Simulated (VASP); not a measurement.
# K3I2Br (P-3m1) in VASP: further runs

Runs on K3I2Br. Level: LDA. Tasks: single point.

All numbers are computed with VASP 6.6.1; they aren't measurements. Logs are shortened: lines on timing, memory, paths and dates and some standing lists are left out, and cuts for length are marked.

## (1) The cell of the first run

The structure is trigonal, space group P-3m1 (No. 164). Conventional cell: a = 4.711 Å, b = 4.711 Å, c = 12.493 Å, α = 90.00°, β = 90.00°, γ = 120.00°. K (site symmetry -3m) has 6 I at 3.48 Å and 6 K at 4.71 Å within 4.8 Å. Within 4.4 Å of K (site symmetry 3m) lie 3 Br at 3.32 Å and 3 I at 3.48 Å. I (site symmetry 3m) has 6 K at 3.48 Å and 6 I at 4.71 Å and 3 Br at 4.90 Å within 4.9 Å. Br (site symmetry -3m) has 6 K at 3.32 Å within 4.4 Å.

## (2) Single point, LDA

INCAR

```
SYSTEM = K3I2Br
ALGO     = Normal         ! electronic algorithm
EDIFF    = 1E-7           ! SCF threshold, eV
ENCUT    = 520            ! plane-wave cutoff, eV
GGA      = CA             ! functional
ISIF     = 2              ! what is computed and relaxed
ISMEAR   = 0              ! smearing method
LASPH    = .TRUE.         ! aspherical terms in the spheres
LCHARG   = .TRUE.         ! write CHGCAR
LELF     = .TRUE.         ! ELF
LREAL    = .FALSE.        ! projectors in reciprocal space
LVHAR    = .TRUE.       
LWAVE    = .FALSE.        ! write WAVECAR
NBANDS   = 33             ! bands
NELM     = 80             ! most SCF steps
PREC     = Accurate       ! precision mode
SIGMA    = 0.05           ! smearing width, eV
```

KPOINTS

```
k-points
0
G
  6 6 2
  0 0 0
```

POSCAR

```
K3I2Br
1.0
    4.7110565424      0.0000000000      0.0000000000
   -2.3555282712      4.0798946443      0.0000000000
    0.0000000000      0.0000000000     12.4935000000
K I Br
3 2 1
Direct
    0.0000000000      0.0000000000      0.5000000000
    0.3333333333      0.6666666667      0.1519293594
    0.6666666667      0.3333333333      0.8480706406
    0.3333333333      0.6666666667      0.6741376142
    0.6666666667      0.3333333333      0.3258623858
    0.0000000000      0.0000000000      0.0000000000
```

Potentials or basis: VASP PAW LDA potentials, release 64 (K_sv, I, Br).

The run is started by

```
$ cat potpaw_LDA.64/K_sv/POTCAR potpaw_LDA.64/I/POTCAR potpaw_LDA.64/Br/POTCAR > POTCAR
$ mpirun -np 1 vasp_std > vasp.out
```

OUTCAR:

```text
SYSTEM = K3I2Br
   EDIFF = 1E-7
   ENCUT = 520
   GGA = CA
   ISIF = 2
   ISMEAR = 0
   LASPH = .TRUE.
   LREAL = .FALSE.
   NELM = 80
   PREC = Accurate

 ion  position               nearest neighbor table
   1  0.000  0.000  0.500-   4 3.48   5 3.48   4 3.48   5 3.48   5 3.48   4 3.48
   2  0.333  0.667  0.152-   5 3.48   5 3.48   5 3.48
   3  0.667  0.333  0.848-   4 3.48   4 3.48   4 3.48
   4  0.333  0.667  0.674-   3 3.48   3 3.48   3 3.48   1 3.48   1 3.48   1 3.48
   5  0.667  0.333  0.326-   2 3.48   2 3.48   2 3.48   1 3.48   1 3.48   1 3.48
   6  0.000  0.000  0.000-

  LATTYP: Found a hexagonal cell.
 ALAT       =     4.7110565424
 C/A-ratio  =     2.6519528873

  Lattice vectors:

 A1 = (   4.7110565424,   0.0000000000,   0.0000000000)
 A2 = (  -2.3555282712,   4.0798946443,   0.0000000000)
 A3 = (   0.0000000000,   0.0000000000,  12.4935000000)

Analysis of symmetry for initial positions (statically):
=====================================================================
 Subroutine PRICEL returns:
 Original cell was already a primitive cell.

 Routine SETGRP: Setting up the symmetry group for a
 hexagonal supercell.

 Subroutine GETGRP returns: Found 12 space group operations
 (whereof 12 operations were pure point group operations)
 out of a pool of 24 trial point group operations.

The static configuration has the point symmetry D_3d.

Analysis of symmetry for dynamics (positions and initial velocities):
=====================================================================
 Subroutine PRICEL returns:
 Original cell was already a primitive cell.

 Routine SETGRP: Setting up the symmetry group for a
 hexagonal supercell.

 Subroutine GETGRP returns: Found 12 space group operations
 (whereof 12 operations were pure point group operations)
 out of a pool of 24 trial point group operations.

The dynamic configuration has the point symmetry D_3d.

 Subroutine INISYM returns: Found 12 space group operations
 (whereof 12 operations are pure point group operations),
 and found     1 'primitive' translations

----------------------------------------------------------------------------------------

                                     Primitive cell

  volume of cell :     240.1327

  direct lattice vectors                    reciprocal lattice vectors
     4.711056542  0.000000000  0.000000000     0.212266610  0.122552184  0.000000000
    -2.355528271  4.079894644  0.000000000     0.000000000  0.245104368  0.000000000
     0.000000000  0.000000000 12.493500000     0.000000000  0.000000000  0.080041622

  length of vectors
     4.711056542  4.711056542 12.493500000     0.245104368  0.245104368  0.080041622

  position of ions in fractional coordinates (direct lattice)
     0.000000000  0.000000000  0.500000000
     0.333333333  0.666666667  0.151929359
     0.666666667  0.333333333  0.848070641
     0.333333333  0.666666667  0.674137614
     0.666666667  0.333333333  0.325862386
     0.000000000  0.000000000  0.000000000

  ion indices of the primitive-cell ions
   primitive index   ion index
                 1           1
                 2           2
                 3           3
                 4           4
                 5           5
                 6           6

----------------------------------------------------------------------------------------

 KPOINTS: k-points

Automatic generation of k-mesh.
 Grid dimensions read from file:
 generate k-points for:    6    6    2

 Generating k-lattice:

  Cartesian coordinates                     Fractional coordinates (reciprocal lattice)
     0.035377768  0.020425364  0.000000000     0.166666667  0.000000000  0.000000000
     0.000000000  0.040850728  0.000000000     0.000000000  0.166666667  0.000000000
     0.000000000  0.000000000  0.040020811     0.000000000  0.000000000  0.500000000

  Length of vectors
     0.040850728  0.040850728  0.040020811

  Shift w.r.t. Gamma in fractional coordinates (k-lattice)
     0.000000000  0.000000000  0.000000000

 Subroutine IBZKPT returns following result:
 ===========================================

 Found     14 irreducible k-points:

 Following reciprocal coordinates:
            Coordinates               Weight
  0.000000  0.000000  0.000000      1.000000
  0.166667  0.000000  0.000000      6.000000
  0.333333  0.000000  0.000000      6.000000
  0.500000  0.000000  0.000000      3.000000
  0.166667  0.166667  0.000000      6.000000
  0.333333  0.166667  0.000000     12.000000
  0.333333  0.333333  0.000000      2.000000
  0.000000  0.000000  0.500000      1.000000
  0.166667  0.000000  0.500000      6.000000
  0.333333  0.000000  0.500000      6.000000
  0.500000  0.000000  0.500000      3.000000
  0.166667  0.166667  0.500000      6.000000
  0.333333  0.166667  0.500000     12.000000
  0.333333  0.333333  0.500000      2.000000
   k-points           NKPTS =     14   k-points in BZ     NKDIM =     14   number of bands    NBANDS=     33
   number of dos      NEDOS =    301   number of ions     NIONS =      6
   total plane-waves  NPLWV = 124416
   dimension x,y,z NGX =    36 NGY =   36 NGZ =   96
   dimension x,y,z NGXF=    72 NGYF=   72 NGZF=  192
   ions per type =               3   2   1
   NGX,Y,Z   is equivalent  to a cutoff of  12.70, 12.70, 12.77 a.u.
   NGXF,Y,Z  is equivalent  to a cutoff of  25.41, 25.41, 25.55 a.u.
 SYSTEM =  K3I2Br
   PREC   = accura    normal or accurate (medium, high low for compatibility)
   ISTART =      0    job   : 0-new  1-cont  2-samecut
   ICHARG =      2    charge: 1-file 2-atom 10-const
   ISPIN  =      1    spin polarized calculation?
   LNONCOLLINEAR =      F non collinear calculations
   LSORBIT =      F    spin-orbit coupling
   LASPH  =      T    aspherical Exc in radial PAW
   ENCUT  =  520.0 eV  38.22 Ry    6.18 a.u.   8.76  8.76 23.23*2*pi/ulx,y,z
   NELM   =     80;   NELMIN=  2; NELMDL= -5     # of ELM steps
   EDIFF  = 0.1E-06   stopping-criterion for ELM
   LREAL  =      F    real-space projection
   EDIFFG = 0.1E-05   stopping-criterion for IOM
   NSW    =      0    number of steps for IOM
   IBRION =     -1    ionic relax: 0-MD 1-quasi-New 2-CG
   NFREE  =      0    steps in history (QN), initial steepest desc. (CG)
   ISIF   =      2    stress and relaxation
   ISYM   =      2    0-nonsym 1-usesym 2-fastsym
   POTIM  = 0.5000    time-step for ionic-motion
   TEBEG  =    0.0;   TEEND  =   0.0 temperature during run
   PSTRESS=    0.0 pullay stress
   NELECT =      48.0000    total number of electrons
   NUPDOWN=      -1.0000    fix difference up-down
   EMIN   =  10.00;   EMAX   =-10.00  energy-range for DOS
   EFERMI =   0.00;   METHOD = LEGACY
   ISMEAR =     0;   SIGMA  =   0.05  broadening in eV -4-tet -1-fermi 0-gaus
   EFERMI_NEDOS =   21; number of points for ismear=-14 and -15
   IALGO  =     38    algorithm
   IMIX   =      4    mixing-type and parameters
     AMIX     =   0.40;   BMIX     =  1.00
     AMIX_MAG =   1.60;   BMIX_MAG =  1.00
  volume/ion in A,a.u.               =      40.02       270.08
  Fermi-wavevector in a.u.,A,eV,Ry     =   0.957205  1.808854 12.466211  0.916241
  Thomas-Fermi vector in A             =   2.086202
   LORBIT       =      0    0 simple, 1 ext, 2 COOP (PROOUT), +10 PAW based schemes
   GGA     = CA    functional components
   LHFCALC =     F    Hartree Fock is set to
   AEXX    =    0.0000 exact exchange contribution
   IVDW    =     0    specifies the selected vdW correction
   LEPSILON=     F    determine dielectric tensor
   LRPA    =     F    only Hartree local field effects (RPA)
 non-spin polarized calculation
 Gauss-broadening in eV      SIGMA  =   0.05
  energy-cutoff  :      520.00
  volume of cell :      240.13
 maximum number of plane-waves:      6516
 NGX is ok and might be reduce to    36
   NGX = 17   NGY = 17   NGZ = 47

 number of electron      48.0000001 magnetization

 Free energy of the ion-electron system (eV)
  ---------------------------------------------------
  ext. energy  EPLUGINS =         0.00000000
  ---------------------------------------------------
  free energy    TOTEN  =       -19.05210228 eV

  energy without entropy =      -19.05210228  energy(sigma->0) =      -19.05210228

 E-fermi :  -0.2824     XC(G=0):  -7.8334

 val. band max:       -0.5004386862   @ k =   0.0000   0.0000   0.0000
 cond. band min:       2.9109647098   @ k =   0.0000   0.0000   0.0000
 fundamental gap:      3.4114033960
 Fermi energy:        -0.2824049694

 k-point     1 :       0.0000    0.0000    0.0000
  band No.  band energies     occupation
      1     -28.7363      2.00000
      2     -28.7332      2.00000
      3     -28.6986      2.00000
      4     -13.7205      2.00000
      5     -12.6160      2.00000
      6     -12.4621      2.00000
[... 25 lines left out ...]
     32       6.1391      0.00000
     33       6.6079      0.00000

 k-point     2 :       0.1667    0.0000    0.0000
  band No.  band energies     occupation
      1     -28.7352      2.00000
      2     -28.7326      2.00000
      3     -28.6978      2.00000
      4     -13.7102      2.00000
      5     -12.5948      2.00000
      6     -12.5335      2.00000
[... 25 lines left out ...]
     32       6.3426      0.00000
     33       6.8489      0.00000

 k-point     3 :       0.3333    0.0000    0.0000
  band No.  band energies     occupation
      1     -28.7330      2.00000
      2     -28.7313      2.00000
      3     -28.6961      2.00000
      4     -13.6925      2.00000
      5     -12.5940      2.00000
      6     -12.5546      2.00000
[... 25 lines left out ...]
     32       6.8821      0.00000
     33       7.0828      0.00000

 k-point     4 :       0.5000    0.0000    0.0000
  band No.  band energies     occupation
      1     -28.7318      2.00000
      2     -28.7309      2.00000
      3     -28.6953      2.00000
      4     -13.6852      2.00000
      5     -12.6194      2.00000
      6     -12.5288      2.00000
[... 313 lines left out ...]
     32       6.7736      0.00000
     33       7.1442      0.00000

 k-point    13 :       0.3333    0.1667    0.5000
  band No.  band energies     occupation
      1     -28.7318      2.00000
      2     -28.7308      2.00000
      3     -28.6953      2.00000
      4     -13.6827      2.00000
      5     -12.5926      2.00000
      6     -12.5514      2.00000
[... 25 lines left out ...]
     32       6.6295      0.00000
     33       7.2220      0.00000

 k-point    14 :       0.3333    0.3333    0.5000
  band No.  band energies     occupation
      1     -28.7309      2.00000
      2     -28.7309      2.00000
      3     -28.6948      2.00000
      4     -13.6761      2.00000
      5     -12.5764      2.00000
      6     -12.5764      2.00000
[... 25 lines left out ...]
     32       6.6255      0.00000
     33       6.6255      0.00000

------------------------ aborting loop because EDIFF is reached ----------------------------------------

  FORCE on cell =-STRESS in cart. coord.  units (eV):
  Direction    XX          YY          ZZ          XY          YZ          ZX
  --------------------------------------------------------------------------------------
  -------------------------------------------------------------------------------------
  Total       -1.2371309     -1.2371309     -2.3955261      0.0000000      0.0000000      0.0000000
  in kB       -8.2541972     -8.2541972    -15.9830666      0.0000000      0.0000000      0.0000000
  external PRESSURE =     -10.8304870 kB  Pullay stress =       0.0000000 kB

 VOLUME and BASIS-vectors are now :
 -----------------------------------------------------------------------------
  energy-cutoff  :      520.00
  volume of cell :      240.13
      direct lattice vectors                 reciprocal lattice vectors
     4.711056542  0.000000000  0.000000000     0.212266610  0.122552184  0.000000000
    -2.355528271  4.079894644  0.000000000     0.000000000  0.245104368  0.000000000
     0.000000000  0.000000000 12.493500000     0.000000000  0.000000000  0.080041622

 POSITION                                       TOTAL-FORCE (eV/Angst)
 -----------------------------------------------------------------------------------
      0.00000      0.00000      6.24675         0.000000      0.000000      0.000000
     -0.00000      2.71993      1.89813        -0.000000      0.000000     -0.001072
      2.35553      1.35996     10.59537         0.000000      0.000000      0.001072
     -0.00000      2.71993      8.42234        -0.000000      0.000000     -0.000510
      2.35553      1.35996      4.07116         0.000000     -0.000000      0.000510
      0.00000      0.00000      0.00000         0.000000      0.000000      0.000000
 -----------------------------------------------------------------------------------
    total drift:                               -0.000000     -0.000000     -0.000000

  FREE ENERGIE OF THE ION-ELECTRON SYSTEM (eV)
  ---------------------------------------------------
  free  energy   TOTEN  =       -19.0521022838 eV

  energy  without entropy=      -19.0521022838  energy(sigma->0) =      -19.05210228
```

It took 69 s on 1 thread of Intel Xeon Platinum 8488C (Sapphire Rapids), shared host; peak memory 0.32 GiB.

Results:

- Free energy: -19.0521 eV
- Pressure: -1.1 GPa
- Band gap on the k mesh: 3.41 eV

Levels at points of the mesh, in eV from the valence-band top:
| k point | band 20 | band 21 | band 22 | band 23 | band 24 | band 25 | band 26 | band 27 | band 28 | band 29 |
| --- | --- | --- | --- | --- | --- | --- | --- | --- | --- | --- |
| (0.00, 0.00, 0.00) | -0.45 | -0.16 | -0.16 | 0.00 | 0.00 | 3.41 | 5.05 | 5.17 | 5.86 | 6.31 |
| (0.50, 0.00, 0.00) | -1.09 | -0.74 | -0.68 | -0.38 | -0.35 | 4.56 | 5.41 | 5.44 | 5.65 | 6.43 |
| (0.00, 0.00, 0.50) | -0.76 | -0.14 | -0.14 | -0.02 | -0.02 | 3.96 | 4.24 | 5.36 | 5.69 | 6.23 |
| (0.50, 0.00, 0.50) | -1.16 | -0.74 | -0.70 | -0.38 | -0.35 | 4.91 | 5.02 | 5.22 | 5.85 | 6.15 |

Caveat: spin-orbit coupling is left out, which moves the levels of the heavy elements.

## (3) Single point, LDA

This run uses another cell than the first one, of 40.49 Å³/atom.

INCAR

```
PREC     = Accurate       # precision mode
ENCUT    = 520            # plane-wave cutoff, eV
EDIFF    = 1E-7           # SCF threshold, eV
ISMEAR   = 0              # smearing method
SIGMA    = 0.05           # smearing width, eV
LREAL    = False          # projectors in reciprocal space
LASPH    = True           # aspherical terms in the spheres
NELM     = 60             # most SCF steps
ALGO     = Normal         # electronic algorithm
ISIF     = 2              # what is computed and relaxed
LWAVE    = False          # write WAVECAR
LCHARG   = True           # write CHGCAR
LELF     = True           # ELF
LVHAR    = True         
NBANDS   = 33             # bands
```

KPOINTS

```
Automatic mesh
0
Gamma
  6 6 2
```

POSCAR

```
K3I2Br
1.0
    4.8288000000      0.0000000000      0.0000000000
   -2.4144000000      4.1818634698      0.0000000000
    0.0000000000      0.0000000000     12.0308000000
K I Br
3 2 1
Direct
    0.0000000000      0.0000000000      0.5000000000
    0.3333333333      0.6666666667      0.1510534738
    0.6666666667      0.3333333333      0.8489465262
    0.3333333333      0.6666666667      0.6746476835
    0.6666666667      0.3333333333      0.3253523165
    0.0000000000      0.0000000000      0.0000000000
```

Potentials or basis: VASP PAW LDA potentials, release 64 (K_sv, I, Br).

The run is started by

```
$ cat potpaw_LDA.64/K_sv/POTCAR potpaw_LDA.64/I/POTCAR potpaw_LDA.64/Br/POTCAR > POTCAR
$ mpirun -np 1 vasp_std > vasp.out
```

Run time: 68 s. Hardware: 1 thread of Intel Xeon Platinum 8488C (Sapphire Rapids), shared host; peak memory 0.32 GiB.

It converged, with:

```
Free energy            : -19.0598 eV
Pressure               : -1.2 GPa
Largest force          : 0.007 eV/Å
Band gap on the k mesh : 3.52 eV
```

Forces on the atoms (eV/Å):
```
K    0.000  0.000  0.000
K    0.000  0.000  0.007
K    0.000  0.000 -0.007
I    0.000  0.000 -0.001
I    0.000  0.000  0.001
Br   0.000  0.000  0.000
```

Stress tensor (GPa, compression positive):
```
-1.15  0.00  0.00
 0.00 -1.15  0.00
 0.00  0.00 -1.27
```

Levels at points of the mesh, in eV from the valence-band top:
```csv
k point,band 21,band 22,band 23,band 24,band 25,band 26,band 27,band 28
"(0.00, 0.00, 0.00)",-0.19,-0.19,0.00,0.00,3.52,5.13,5.18,6.23
"(0.50, 0.00, 0.00)",-0.59,-0.53,-0.34,-0.33,4.70,5.53,5.56,5.73
"(0.00, 0.00, 0.50)",-0.16,-0.16,-0.02,-0.02,4.08,4.35,5.38,5.93
"(0.50, 0.00, 0.50)",-0.62,-0.53,-0.34,-0.33,5.06,5.16,5.33,5.94
```

Caveat: spin-orbit coupling is left out, which moves the levels of the heavy elements.

## (4) Single point, LDA

This run uses another cell than the first one, of 40.86 Å³/atom.

INCAR

```
PREC = Accurate ; ENCUT = 520
EDIFF = 1E-6 ; ISMEAR = 0
SIGMA = 0.05 ; LREAL = F
LASPH = T ; NELM = 60
ALGO = Normal ; ISIF = 2
LWAVE = F ; LCHARG = T
GGA = CA ; LELF = T
LVHAR = T ; NBANDS = 33
```

KPOINTS is that of step 3.

POSCAR

```
K3I2Br
1.0
    4.9466000000      0.0000000000      0.0000000000
   -2.4733000000      4.2838812624      0.0000000000
    0.0000000000      0.0000000000     11.5680398841
K I Br
3 2 1
Direct
    0.0000000000      0.0000000000      0.5000000000
    0.3333333333      0.6666666667      0.1506191105
    0.6666666667      0.3333333333      0.8493808895
    0.3333333333      0.6666666667      0.6749123290
    0.6666666667      0.3333333333      0.3250876710
    0.0000000000      0.0000000000      0.0000000000
```

The run is started by

```
$ cat potpaw_LDA.64/K_sv/POTCAR potpaw_LDA.64/I/POTCAR potpaw_LDA.64/Br/POTCAR > POTCAR
$ mpirun -np 1 vasp_std > vasp.out
```

Run time: 1.7 min. Hardware: 1 thread of Intel Xeon Platinum 8488C (Sapphire Rapids), shared host; peak memory 0.35 GiB.

It converged, with:

| Property | Result |
| --- | --- |
| Free energy | -19.0331 eV |
| Pressure | -1.3 GPa |
| Largest force | 0.004 eV/Å |
| Band gap on the k mesh | 3.59 eV |

Forces on the atoms (eV/Å):
```
K    0.000  0.000  0.000
K    0.000  0.000  0.004
K    0.000  0.000 -0.004
I    0.000  0.000  0.001
I    0.000  0.000 -0.001
Br   0.000  0.000  0.000
```

Stress tensor (GPa, compression positive):
```
-1.43  0.00  0.00
 0.00 -1.43  0.00
 0.00  0.00 -1.02
```

Levels at points of the mesh, in eV from the valence-band top:
| k point | band 21 | band 22 | band 23 | band 24 | band 25 | band 26 | band 27 | band 28 |
| --- | --- | --- | --- | --- | --- | --- | --- | --- |
| (0.00, 0.00, 0.00) | -0.22 | -0.06 | 0.00 | 0.00 | 3.59 | 5.19 | 5.20 | 6.35 |
| (0.50, 0.00, 0.00) | -0.45 | -0.38 | -0.32 | -0.31 | 4.79 | 5.63 | 5.66 | 5.81 |
| (0.00, 0.00, 0.50) | -0.18 | -0.18 | -0.03 | -0.03 | 4.19 | 4.42 | 5.39 | 6.19 |
| (0.50, 0.00, 0.50) | -0.51 | -0.36 | -0.32 | -0.31 | 5.17 | 5.27 | 5.42 | 6.02 |

Caveat: spin-orbit coupling is left out, which moves the levels of the heavy elements.

[end of part 1 of 2]
